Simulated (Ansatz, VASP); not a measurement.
## One calculation of Te3MoPt, two programs

Contents of INCAR:

```
SYSTEM = Te3MoPt
  PREC = Accurate
  ENCUT = 600
  EDIFF = 1E-6
  ISMEAR = 0
  SIGMA = 0.1
  LREAL = .False.
  LASPH = .True.
  NELM = 60
  ALGO = Normal
  ISIF = 3
  LWAVE = .False.
  LCHARG = .False.
  GGA = PE
  IBRION = 2
  NSW = 90
  EDIFFG = -0.04
```

File KPOINTS:

```
regular mesh
0
Gamma
  4 4 4
  0 0 0
```

POSCAR

```
Te3MoPt
1.0
    4.6737597100      0.0000000000      0.0000000000
    0.0000000000      4.6737597100      0.0000000000
    0.0000000000      0.0000000000      5.9239688300
Te Mo Pt
3 1 1
Direct
    0.5000000000      0.5000000000      0.1201000000
    0.0000000000      0.5000000000      0.5209000100
    0.5000000000      0.0000000000      0.5209000100
    0.5000000000      0.5000000000      0.6800000100
    0.0000000000      0.0000000000      0.0000000000
```

Input for Ansatz:

```yaml
crystal:
  lattice:
    - [4.67375971, 0.0, 0.0]
    - [0.0, 4.67375971, 0.0]
    - [0.0, 0.0, 5.92396883]
  atoms:
    - { symbol: Te, position: [0.5, 0.5, 0.1201] }
    - { symbol: Te, position: [0.0, 0.5, 0.52090001] }
    - { symbol: Te, position: [0.5, 0.0, 0.52090001] }
    - { symbol: Mo, position: [0.5, 0.5, 0.68000001] }
    - { symbol: Pt, position: [0.0, 0.0, 0.0] }
basis:
  ecutwfc: 420
kpoints:
  mp_grid: { grid: [4, 4, 4] }
hamiltonian:
  xc: pbe
scf:
  occupations: { method: gaussian, width: 0.1 }
  lower_state_search: "off"
output:
  forces: true
  stress: true
  eigenvalues: true
relax:
  adjacent_minimum: "off"
  f_tol: 0.04
  max_steps: 70
  cell: { stress_tol: 0.4 }
```

Change from the starting cell: species swapped into the CeBPt3 type (P4mm, No. 99).

Alike in both runs: task relaxation of cell and atoms; functional PBE; k mesh 4 × 4 × 4; occupations gaussian, width 0.1 eV; no spin polarisation.

```csv
,VASP,Ansatz
version,VASP 6.6.1,Ansatz 0.2.0
potentials or method,"VASP PAW PBE potentials, release 64 (Te, Mo_sv, Pt), cutoff 600 eV","scalar-relativistic, plane waves, PAW"
valence electrons in the cell,42,80
```

VASP gave:

```
gap on the k mesh at the Fermi level, each at its own relaxed structure (eV) : none
relaxed volume (Å³/atom)                                                     : 27.76
relaxed cell length with the largest relative difference (Å)                 : 8.159
```

Problem. What did Ansatz give for the same quantities?

Solution. gap on the k mesh at the Fermi level, each at its own relaxed structure (eV): none; relaxed volume (Å³/atom): 27.67; relaxed cell length with the largest relative difference (Å): 8.103.

A gap of «none» marks a metal or a gap that the smearing closes. VASP's potentials hold 42 valence electrons a cell and Ansatz's 80, so a difference there can come from the potentials and not from the codes.

Spin-orbit coupling is off throughout.
